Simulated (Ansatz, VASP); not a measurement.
**Two plane-wave programs on CsB4As3**

INCAR

```
SYSTEM = CsB4As3
  PREC = Accurate
  ENCUT = 520
  EDIFF = 1E-6
  ISMEAR = -1
  SIGMA = 0.1
  LREAL = .FALSE.
  LASPH = .TRUE.
  NELM = 80
  ALGO = Normal
  ISIF = 2
  LWAVE = .FALSE.
  LCHARG = .TRUE.
  GGA = PE
  LELF = .TRUE.
  LVHAR = .TRUE.
  NBANDS = 28
```

The input KPOINTS:

```
Automatic mesh
0
G
  9 9 4
  0 0 0
```

The input POSCAR:

```
CsB4As3
1.0
    3.8786480000      0.0000000000      0.0000000000
    0.0000000000      3.8786480000      0.0000000000
    0.0000000000      0.0000000000      9.8114790000
Cs B As
1 4 3
Direct
    0.0000000000      0.0000000000      0.5000000000
    0.0000000000      0.5000000000      0.1548700000
    0.5000000000      0.0000000000      0.1548700000
    0.0000000000      0.5000000000      0.8451300000
    0.5000000000      0.0000000000      0.8451300000
    0.5000000000      0.5000000000      0.2837300000
    0.5000000000      0.5000000000      0.7162700000
    0.0000000000      0.0000000000      0.0000000000
```

Input for Ansatz:

```yaml
crystal:
  lattice:
    - [3.878648, 0.0, 0.0]
    - [0.0, 3.878648, 0.0]
    - [0.0, 0.0, 9.811479]
  atoms:
    - { symbol: Cs, position: [0.0, 0.0, 0.5] }
    - { symbol: B, position: [0.0, 0.5, 0.15487] }
    - { symbol: B, position: [0.5, 0.0, 0.15487] }
    - { symbol: B, position: [0.0, 0.5, 0.84513] }
    - { symbol: B, position: [0.5, 0.0, 0.84513] }
    - { symbol: As, position: [0.5, 0.5, 0.28373] }
    - { symbol: As, position: [0.5, 0.5, 0.71627] }
    - { symbol: As, position: [0.0, 0.0, 0.0] }
  symmetry: { tolerance: 0.0003 }
kpoints:
  mp_grid: { grid: [9, 9, 4], shift: [0, 0, 0] }
  band_path:
    path:
      - [0.0, 0.0, 0.0]
      - [0.0, 0.5, 0.0]
      - [0.5, 0.5, 0.0]
      - [0.0, 0.0, 0.0]
      - [0.0, 0.0, 0.5]
      - [0.0, 0.5, 0.5]
      - [0.5, 0.5, 0.5]
      - [0.0, 0.0, 0.5]
      - [0.0, 0.5, 0.0]
      - [0.0, 0.5, 0.5]
      - [0.5, 0.5, 0.0]
    npoints: 6
magnetization:
  spin_polarized: false
scf:
  occupations: { method: fermi_dirac }
  lower_state_search: "off"
  max_iter: 200
hamiltonian:
  pseudopotentials: { kind: paw }
  xc: pbe
basis:
  ecutwfc: 420
  fft_grid_basis: typed
output:
  forces: true
  stress: true
  eigenvalues: true
  bader: true
  populations: true
  elf: true
  write_potential: true
  volumetric_format: npy
  dos:
    e_range: [-12, 8]
    de: 0.05
    projected: { site_lists: { As: [As], B: [B], Cs: [Cs] } }
checkpoint:
  read: saved_state
```

Alike in both runs: task single point; functional PBE; k mesh 9 × 9 × 4; no spin polarisation.

|  | VASP | Ansatz |
| --- | --- | --- |
| version | VASP 6.6.1 | Ansatz 0.2.0 |
| potentials or method | VASP PAW PBE potentials, release 64 (Cs_sv, B, As), cutoff 520 eV | PAW plane waves |
| occupations | fermi-dirac, width 0.1 eV | fermi-dirac |
| valence electrons in the cell | 36 | 66 |

```csv
,VASP,Ansatz,Ansatz less VASP
pressure (GPa),-5.8,-6.0,-0.18
"traceless stress, the component that is largest in VASP (GPa)",1.36,1.38,+0.016
rms of the force components (eV/Å),0.638,0.641,+0.0035
```

Atom by atom the forces differ by 0.005 eV/Å (rms over components). VASP's potentials hold 36 valence electrons a cell and Ansatz's 66, so a difference there can come from the potentials and not from the codes.

Neither program's run includes spin-orbit coupling.
